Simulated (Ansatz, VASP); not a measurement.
## SrTl in VASP and in Ansatz

```xyz
2
Lattice="4.0320 -0.0403 -0.0403 -0.0403 4.0320 -0.0403 -0.0403 -0.0403 4.0320" Properties=species:S:1:pos:R:3 pbc="T T T"
Sr    0.0000    0.0000    0.0000
Tl    1.9757    1.9757    1.9757
```

Change from the starting cell: equal xy, yz and zx shear strains of -2 %.

Alike in both runs: task single point; functional LDA; k mesh 8 × 8 × 8; occupations fermi-dirac, width 0.05 eV; no spin polarisation.

```csv
,VASP,Ansatz
version,VASP 6.6.1,Ansatz 0.2.0
potentials or method,"VASP PAW LDA potentials, release 64 (Sr_sv, Tl_d), cutoff 520 eV","all-electron LAPW, scalar-relativistic"
```

Ansatz gave:

- pressure (GPa): -1.8
- traceless stress, the component that is largest in VASP (GPa): 0.44

Estimate VASP's values.

pressure (GPa): -1.7; traceless stress, the component that is largest in VASP (GPa): 0.45.

LDA's correlation is that of Perdew and Zunger in VASP and of Perdew and Wang (1992) in Ansatz. Ansatz ran all-electron here, and VASP with PAW potentials.

Spin-orbit coupling is off throughout.
